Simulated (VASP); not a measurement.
Input of a VASP 6.6.1 run:

File INCAR:

```
SYSTEM = ZnSiP2
ALGO = Normal ; EDIFF = 1E-6
ENCUT = 500 ; GGA = PE
GGA_COMPAT = .False. ; ISIF = 2
ISMEAR = -1 ; LASPH = .True.
LCHARG = .True. ; LELF = .True.
LREAL = .False. ; LVHAR = .True.
LWAVE = .False. ; NBANDS = 36
NELM = 120 ; PREC = Accurate
SIGMA = 0.05
```

Contents of KPOINTS:

```
k-points
0
Gamma
  7 7 7
  0 0 0
```

POSCAR

```
ZnSiP2
1.0
   -2.7088722277      2.7088722277      5.2689556234
    2.7088722277     -2.7088722277      5.2689556234
    2.7088722277      2.7088722277     -5.2689556234
Zn P Si
2 4 2
Direct
    0.7500000000      0.2500000000      0.5000000000
    0.0000000000      0.0000000000      0.0000000000
    0.1421482224      0.6250000000      0.0171482224
    0.6078517776      0.1250000000      0.9828517776
    0.8750000000      0.8578517776      0.4828517776
    0.3750000000      0.3921482224      0.5171482224
    0.2500000000      0.7500000000      0.5000000000
    0.5000000000      0.5000000000      0.0000000000
```

Potentials or basis: VASP PAW PBE potentials, release 64 (Zn, P, Si).

Run with:

```console
$ cat potpaw_PBE.64/Zn/POTCAR potpaw_PBE.64/P/POTCAR potpaw_PBE.64/Si/POTCAR > POTCAR
$ mpirun -np 1 vasp_std > vasp.out
```

(1) Estimate the band gap on the k mesh.

(2) Predict the pressure.

(3) Predict the largest force.

## Answers

(1) 1.36 eV.

(2) 0.0 GPa.

(3) 0.039 eV/Å.
